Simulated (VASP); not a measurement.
Input of a VASP 6.6.1 run:

The input INCAR:

```
SYSTEM = BaTiO3
  PREC = Accurate
  ENCUT = 520
  EDIFF = 1E-8
  ISMEAR = -1
  SIGMA = 0.08
  LREAL = .FALSE.
  LASPH = .TRUE.
  NELM = 80
  ALGO = Normal
  ISIF = 2
  LWAVE = .FALSE.
  LCHARG = .FALSE.
  GGA = PE
  LEFG = .TRUE.
  NBANDS = 28
```

File KPOINTS:

```
Automatic mesh
0
G
  7 7 7
  0 0 0
```

The input POSCAR:

```
BaTiO3
1.0
    4.0262895137      0.0000000000      0.0000000000
    0.0000000000      4.0262895137      0.0000000000
    0.0000000000      0.0000000000      4.0446100470
Ba Ti O
1 1 3
Direct
    0.0000000000      0.0000000000      0.0000000000
    0.5000000000      0.5000000000      0.4820000000
    0.5000000000      0.5000000000      0.0160000000
    0.5000000000      0.0000000000      0.5150000000
    0.0000000000      0.5000000000      0.5150000000
```

Potentials or basis: VASP PAW PBE potentials, release 64 (Ba_sv, Ti_sv, O).

Command:

```sh
$ cat potpaw_PBE.64/Ba_sv/POTCAR potpaw_PBE.64/Ti_sv/POTCAR potpaw_PBE.64/O/POTCAR > POTCAR
$ mpirun -np 1 vasp_std > vasp.out
```

Question: Predict the band gap on the k mesh.

Answer: 1.83 eV (least direct gap 2.08 eV).

Question: Predict the largest force.

Answer: 0.446 eV/Å.

Forces on the atoms (eV/Å):
```
Ba   0.000  0.000 -0.080
Ti   0.000  0.000 -0.032
O    0.000  0.000  0.446
O    0.000  0.000 -0.167
O    0.000  0.000 -0.167
```

Caveat: without QUAD_EFG the Cq values of the log hold for a quadrupole moment of 1 mb, not for the nuclei; spin-orbit coupling is left out, which moves the levels of the heavy elements; an odd mesh through Γ misses points on the zone boundary, where band edges can lie.
